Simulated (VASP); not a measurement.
# Ni (Fm-3m) in VASP: notebook, part 2 of 2

VASP 6.6.1. Earlier steps stand in the parts before.

## 6. Single point, PBE, collinear spin, ferromagnetic start (10.89 Å³/atom)

This run uses another cell than the first one, of 10.89 Å³/atom.

INCAR reads:

```
PREC = Accurate
ENCUT = 520
EDIFF = 1E-7
ISMEAR = 0
SIGMA = 0.15
LREAL = F
LASPH = T
NELM = 150
ALGO = Fast
ISIF = 2
LWAVE = F
LCHARG = F
ISPIN = 2
MAGMOM = 0.75
LORBIT = 11
NUPDOWN = 0.75
LMAXMIX = 4
GGA = PE
NBANDS = 15
```

KPOINTS reads:

```
regular mesh
0
Gamma
  24 24 24
```

POSCAR reads:

```
Ni
1.0
    0.0000000000      1.7591360705      1.7591360705
    1.7591360705      0.0000000000      1.7591360705
    1.7591360705      1.7591360705      0.0000000000
Ni
1
Direct
    0.0000000000      0.0000000000      0.0000000000
```

Potentials or basis: VASP PAW PBE potentials, release 64 (Ni).

Run with:

```
cat potpaw_PBE.64/Ni/POTCAR > POTCAR
mpirun -np 1 vasp_std > vasp.out
```

OUTCAR:

```text
PREC = Accurate
   ENCUT = 520
   EDIFF = 1E-7
   ISMEAR = 0
   LREAL = F
   LASPH = T
   NELM = 150
   ISIF = 2
   ISPIN = 2
   LORBIT = 11
   NUPDOWN = 0.75
   GGA = PE

 ion  position               nearest neighbor table
   1  0.000  0.000  0.000-

  LATTYP: Found a face centered cubic cell.
 ALAT       =     3.5182721410

  Lattice vectors:

 A1 = (   0.0000000000,   1.7591360705,   1.7591360705)
 A2 = (   1.7591360705,   0.0000000000,   1.7591360705)
 A3 = (   1.7591360705,   1.7591360705,   0.0000000000)

Analysis of symmetry for initial positions (statically):
=====================================================================
 Subroutine PRICEL returns:
 Original cell was already a primitive cell.

 Routine SETGRP: Setting up the symmetry group for a
 face centered cubic supercell.

 Subroutine GETGRP returns: Found 48 space group operations
 (whereof 48 operations were pure point group operations)
 out of a pool of 48 trial point group operations.

The static configuration has the point symmetry O_h .

Analysis of symmetry for dynamics (positions and initial velocities):
=====================================================================
 Subroutine PRICEL returns:
 Original cell was already a primitive cell.

 Routine SETGRP: Setting up the symmetry group for a
 face centered cubic supercell.

 Subroutine GETGRP returns: Found 48 space group operations
 (whereof 48 operations were pure point group operations)
 out of a pool of 48 trial point group operations.

The dynamic configuration has the point symmetry O_h .

Analysis of structural, dynamic, and magnetic symmetry:
=====================================================================
 Subroutine PRICEL returns:
 Original cell was already a primitive cell.

 Routine SETGRP: Setting up the symmetry group for a
 face centered cubic supercell.

 Subroutine GETGRP returns: Found 48 space group operations
 (whereof 48 operations were pure point group operations)
 out of a pool of 48 trial point group operations.

The overall configuration has the point symmetry O_h .

 Subroutine INISYM returns: Found 48 space group operations
[... 161 lines left out ...]
      7      33.0761      0.00000
      8      36.9200      0.00000
      9      36.9200      0.00000
     10      36.9200      0.00000
     11      39.8421      0.00000
     12      39.8421      0.00000
     13      39.8421      0.00000
     14      42.8348      0.00000
[... 403 lines left out ...]
      4       8.0665      1.00000
      5       8.6464      1.00000
      6       9.1278      1.00000
      7      15.7512      0.00000
      8      31.3608      0.00000
      9      33.0960      0.00000
     10      33.8030      0.00000
     11      37.4997      0.00000
     12      37.9989      0.00000
     13      43.3499      0.00000
     14      53.0125      0.00000
     15      55.3984      0.00000

 [... further k-points ...]

 spin component 2

 k-point     1 :       0.0000    0.0000    0.0000
  band No.  band energies     occupation
      1       0.3417      1.00000
      2       7.7118      1.00000
      3       7.7118      1.00000
      4       7.7118      1.00000
      5       8.7173      1.00000
      6       8.7173      1.00000
      7      32.9323      0.00000
      8      36.9386      0.00000
      9      36.9386      0.00000
     10      36.9386      0.00000
     11      39.9901      0.00000
     12      39.9901      0.00000
     13      39.9901      0.00000
     14      42.7405      0.00000
[... 403 lines left out ...]
      4       8.4298      1.00000
      5       9.5252      0.04649
      6       9.7292      0.00016
      7      16.1859      0.00000
      8      31.2648      0.00000
      9      33.2225      0.00000
     10      33.9339      0.00000
     11      37.5691      0.00000
     12      38.0843      0.00000
     13      43.5112      0.00000
     14      53.1476      0.00000
     15      55.5115      0.00000

 [... further k-points ...]

------------------------ aborting loop because EDIFF is reached ----------------------------------------

  FORCE on cell =-STRESS in cart. coord.  units (eV):
  Direction    XX          YY          ZZ          XY          YZ          ZX
  --------------------------------------------------------------------------------------
  -------------------------------------------------------------------------------------
  Total        0.0571241      0.0571241      0.0571241      0.0000000     -0.0000000      0.0000000
  in kB        8.4062382      8.4062382      8.4062382      0.0000000     -0.0000000      0.0000000
  external PRESSURE =       8.4062382 kB  Pullay stress =       0.0000000 kB

 VOLUME and BASIS-vectors are now :
 -----------------------------------------------------------------------------
  energy-cutoff  :      520.00
  volume of cell :       10.89
      direct lattice vectors                 reciprocal lattice vectors
     0.000000000  1.759136071  1.759136071    -0.284230429  0.284230429  0.284230429
     1.759136071  0.000000000  1.759136071     0.284230429 -0.284230429  0.284230429
     1.759136071  1.759136071  0.000000000     0.284230429  0.284230429 -0.284230429

 POSITION                                       TOTAL-FORCE (eV/Angst)
 -----------------------------------------------------------------------------------
      0.00000      0.00000      0.00000        -0.000000     -0.000000      0.000000
 -----------------------------------------------------------------------------------
    total drift:                                0.000000     -0.000000      0.000000

  FREE ENERGIE OF THE ION-ELECTRON SYSTEM (eV)
  ---------------------------------------------------
  free  energy   TOTEN  =        -5.4700649094 eV

  energy  without entropy=       -5.4516886063  energy(sigma->0) =       -5.46087676

 total charge

# of ion       s       p       d       tot
------------------------------------------
    1        0.501   0.503   8.301   9.306

 magnetization (x)

# of ion       s       p       d       tot
------------------------------------------
    1       -0.003  -0.018   0.779   0.758
```

OSZICAR:

```text
N       E                     dE             d eps       ncg     rms          rms(c)
DAV:   1     0.333843054820E+02    0.33384E+02   -0.41895E+03 26236   0.855E+02
DAV:   2    -0.507656713592E+01   -0.38461E+02   -0.35636E+02 28343   0.163E+02
DAV:   3    -0.649884151963E+01   -0.14223E+01   -0.14085E+01 30177   0.309E+01
DAV:   4    -0.650737966239E+01   -0.85381E-02   -0.85368E-02 30403   0.227E+00
DAV:   5    -0.650748529113E+01   -0.10563E-03   -0.10563E-03 30792   0.225E-01    0.998E+00
RMM:   6    -0.578668747376E+01    0.72080E+00   -0.16746E+00 33568   0.137E+01    0.629E+00
RMM:   7    -0.549204593945E+01    0.29464E+00   -0.18289E-01 33179   0.440E+00    0.217E+00
RMM:   8    -0.547315821310E+01    0.18888E-01   -0.46126E-03 37922   0.417E-01    0.109E+00
RMM:   9    -0.547058309193E+01    0.25751E-02   -0.10237E-03 38664   0.168E-01    0.234E-01
RMM:  10    -0.547006435037E+01    0.51874E-03   -0.21046E-04 35709   0.145E-01    0.666E-02
RMM:  11    -0.547006385265E+01    0.49772E-06   -0.43516E-05 39855   0.383E-02    0.384E-02
RMM:  12    -0.547006482604E+01   -0.97339E-06   -0.51368E-06 40693   0.131E-02    0.916E-03
RMM:  13    -0.547006490939E+01   -0.83341E-07   -0.63537E-07 36977   0.636E-03
   1 F= -.54700649E+01 E0= -.54608768E+01  d E =-.183763E-01  mag=     0.7500
```

stdout:

```text
POSCAR found type information on POSCAR Ni
 POSCAR found :  1 types and       1 ions
 scaLAPACK will be used
 LDA part: xc-table for (Slater+PW92), standard interpolation
 POSCAR, INCAR and KPOINTS ok, starting setup
 FFT: planning ... GRIDC
 FFT: planning ... GRID_SOFT
 FFT: planning ... GRID
 WAVECAR not read
 entering main loop
WARNING in EDDRMM: call to ZHEGV failed, returncode =   6  3     12
WARNING in EDDRMM: call to ZHEGV failed, returncode =   8  4     15
WARNING in EDDRMM: call to ZHEGV failed, returncode =   8  4     12
WARNING in EDDRMM: call to ZHEGV failed, returncode =   8  4     13
WARNING in EDDRMM: call to ZHEGV failed, returncode =   8  4      9
WARNING in EDDRMM: call to ZHEGV failed, returncode =   6  3     12
```

Run time: 83 s. Hardware: 1 thread of Intel Xeon 6975P-C (Granite Rapids), shared host; peak memory 0.21 GiB.

Results:

| Item | Value |
| --- | --- |
| Free energy | -5.4701 eV |
| Pressure | 0.8 GPa |
| Net moment | 0.75 μB per cell |
| Site moments | Ni +0.76 μB |
| Valence electrons inside the program's atomic spheres | Ni 9.31 |

Caveat: the total moment is fixed, so each spin has its own Fermi level.

## 7. Overview

```tsv
spin	fixed moment (μB)	cell	pressure (GPa)	moment (μB)
collinear, ferromagnetic start	0.875	a = 2.437 Å, angles 60.0°, 1 atom	16.6	0.87
collinear	0.125	a = 2.437 Å, angles 60.0°, 1 atom	13.3	0.12
collinear, ferromagnetic start	0.625	a = 2.437 Å, angles 60.0°, 1 atom	14.3	0.62
collinear, ferromagnetic start	0.375	a = 2.437 Å, angles 60.0°, 1 atom	13.5	0.37
collinear, ferromagnetic start	0.75	a = 2.488 Å, angles 60.0°, 1 atom	0.8	0.75
```

Alike in all rows: task single point; level PBE; potentials or basis VASP PAW PBE potentials, release 64 (Ni); k mesh 24 × 24 × 24; cutoff (eV) 520; smearing gaussian 0.15 eV.

Caveats: the total moment is fixed, so each spin has its own Fermi level; the cell stands under pressure (at least some runs).

Absolute energies hang on the potentials; compare differences alone.
